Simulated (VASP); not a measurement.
Here is a VASP 6.6.1 calculation.

The input INCAR:

```
ALGO = Normal ; DIPOL = 0.5 0.5 0.386
EDIFF = 1E-6 ; ENCUT = 400
GGA = PS ; GGA_COMPAT = False
IDIPOL = 3 ; ISIF = 2
ISMEAR = 1 ; IVDW = 13
LASPH = True ; LCHARG = False
LDIPOL = True ; LREAL = False
LWAVE = False ; NBANDS = 28
NELM = 120 ; NELMDL = -8
PREC = Accurate ; SIGMA = 0.1
```

File KPOINTS:

```
k-points
0
Gamma
  12 12 1
```

Contents of POSCAR:

```
Hf
1.0
    3.1854261521      0.0000000000      0.0000000000
   -1.5927130761      2.7586599696      0.0000000000
    0.0000000000      0.0000000000     27.5628605915
Hf
4
Direct
    0.3333333333      0.6666666667      0.2550136790
    0.6666666667      0.3333333333      0.3386413289
    0.3333333333      0.6666666667      0.4333739948
    0.6666666667      0.3333333333      0.5170014333
```

Potentials or basis: VASP PAW PBE potentials, release 64 (Hf_pv).

Command:

```sh
$ cat potpaw_PBE.64/Hf_pv/POTCAR > POTCAR
$ mpirun -np 1 vasp_std > vasp.out
```

Estimate the band gap on the k mesh.

zero (bands 20 and 21 overlap by 1.44 eV).

Estimate the dispersion energy per atom.

-0.088 eV.

Predict the largest force.

0.044 eV/Å.

Forces on the atoms (eV/Å):
```
Hf   0.000  0.000  0.044
Hf   0.000  0.000 -0.032
Hf   0.000  0.000  0.032
Hf   0.000  0.000 -0.044
```

Caveat: the PAW data sets were made with another functional, which shifts forces and pressure a little; spin-orbit coupling is left out, which moves the levels of the heavy elements.
